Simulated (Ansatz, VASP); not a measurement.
## One calculation of GaN, two programs

INCAR

```
SYSTEM = GaN
ALGO = Normal
EDIFF = 1E-6
ENCUT = 600
GGA = PE
GGA_COMPAT = .False.
ISIF = 2
ISMEAR = 0
LASPH = .True.
LCHARG = .False.
LREAL = .False.
LWAVE = .False.
NBANDS = 16
NELM = 120
PREC = Accurate
SIGMA = 0.01
```

File KPOINTS:

```
k-points
0
Gamma
  5 5 5
  0 0 0
```

File POSCAR:

```
GaN
1.0
    0.0000000000      2.2535000000      2.2535000000
    2.2535000000      0.0000000000      2.2535000000
    2.2535000000      2.2535000000      0.0000000000
Ga N
1 1
Direct
   -0.0001449223      0.0009141326      0.0015138941
    0.7507213832      0.7454496937      0.7424642378
```

Input for Ansatz:

```yaml
crystal:
  lattice:
    - [0.0, 2.2535, 2.2535]
    - [2.2535, 0.0, 2.2535]
    - [2.2535, 2.2535, 0.0]
  atoms:
    - { symbol: Ga, position: [-0.00014492226986162986, 0.0009141326143944749, 0.0015138941066109425] }
    - { symbol: "N", position: [0.7507213832266311, 0.7454496936715242, 0.7424642378248639] }
basis:
  ecutwfc: 557.833418042754
kpoints:
  mp_grid:
    grid: [5, 5, 5]
hamiltonian:
  xc: pbe
  pseudopotentials:
    kind: paw
scf:
  occupations:
    method: fixed
output:
  forces: true
```

Alike in both runs: task single point; functional PBE; k mesh 5 × 5 × 5; no spin polarisation.

|  | VASP | Ansatz |
| --- | --- | --- |
| version | VASP 6.6.1 | Ansatz 0.2.0 |
| potentials or method | VASP PAW PBE potentials, release 64 (Ga_d, N), cutoff 600 eV | plane waves, PAW |
| occupations | gaussian, width 0.01 eV | fixed |
| valence electrons in the cell | 18 | 18 |

|  | VASP | Ansatz | Ansatz less VASP |
| --- | --- | --- | --- |
| rms of the force components (eV/Å) | 0.262 | 0.266 | +0.0039 |

Atom by atom the forces differ by 0.004 eV/Å (rms over components).

The k mesh is coarse, so the values compare programs but aren't converged.
